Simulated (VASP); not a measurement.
Zn8Au7 (a cell with a defect), 15 atoms in the cell. The cell holds a defect, 15 atoms: a = 6.265 Å, b = 6.265 Å, c = 6.265 Å, α = 90.00°, β = 90.00°, γ = 90.00°. 

```yaml
Program: VASP 6.6.1
Task: single point
Functional: PBE
Potentials_or_basis: VASP PAW PBE potentials, release 64 (Au, Zn)
Cutoff: 520 eV
k_mesh: 2 × 2 × 2
Occupations: gaussian, width 0.1 eV
Spin: no spin polarisation
Dipole_correction: no
Further_INCAR_settings: LREAL = Auto; ALGO = Normal; EDIFF = 1e-07; NBANDS = 100
```

Potentials or basis: VASP PAW PBE potentials, release 64 (Au, Zn).

Run with:

```console
$ cat potpaw_PBE.64/Au/POTCAR potpaw_PBE.64/Zn/POTCAR > POTCAR
$ mpirun -np 1 vasp_std > vasp.out
```

Hardware: 1 thread of Oxide Virtual Turin-like Processor (shared host).

Question: Estimate the wall time of this run.

Answer: Run time: 7.3 min on 1 thread of Oxide Virtual Turin-like Processor, on a shared host, peak memory 0.36 GiB. Counts: scf iterations 16, k points 8.
